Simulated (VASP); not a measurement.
Wanted: the native input for a VASP 6.6.1 run.

- Task: single point
- Functional: RPBE
- Potentials or basis: VASP PAW PBE potentials, release 64 (Mo_sv, S)
- Cutoff: 520 eV
- k mesh: 10 × 10 × 3
- Occupations: fermi-dirac, width 0.05 eV
- Spin: no spin polarisation
- Dipole correction: no
- Further INCAR settings: ALGO = Normal; EDIFF = 1e-07; NBANDS = 35

The structure of MoS2 lies in POSCAR:

```
MoS2
1.0
    3.1690000000      0.0000000000      0.0000000000
   -1.5845000000      2.7444345046      0.0000000000
    0.0000000000      0.0000000000     12.3240000000
Mo S
2 4
Direct
    0.6666666667      0.3333333333      0.7500000000
    0.3333333333      0.6666666667      0.2500000000
    0.6666666667      0.3333333333      0.3770000000
    0.3333333333      0.6666666667      0.8770000000
    0.6666666667      0.3333333333      0.1230000000
    0.3333333333      0.6666666667      0.6230000000
```

These files were run (other wordings do the same):

INCAR

```
  PREC = Accurate
  ENCUT = 520
  EDIFF = 1E-7
  ISMEAR = -1
  SIGMA = 0.05
  LREAL = False
  LASPH = True
  NELM = 100
  ALGO = Normal
  ISIF = 2
  LWAVE = False
  LCHARG = True
  GGA = RP
  LELF = True
  LVHAR = True
  NBANDS = 35
```

KPOINTS

```
Automatic mesh
0
Gamma
  10 10 3
```

Potentials or basis: VASP PAW PBE potentials, release 64 (Mo_sv, S).

Launch:

```console
$ cat potpaw_PBE.64/Mo_sv/POTCAR potpaw_PBE.64/S/POTCAR > POTCAR
$ mpirun -np 1 vasp_std > vasp.out
```

Results of the run:

The pressure is 4.5 GPa, the largest force is 0.024 eV/Å and the band gap on the k mesh is 0.99 eV, indirect (least direct gap 1.87 eV).

Caveat: the PAW data sets were made with another functional, which shifts forces and pressure a little; this functional lacks dispersion, which binds the layers, so the pressure and a relaxed spacing across them are unreliable.

It took 79 s on 1 thread of Intel(R) Xeon(R) Platinum 8375C CPU @ 2.90GHz (Ice Lake) (shared host), peak memory 0.26 GiB.
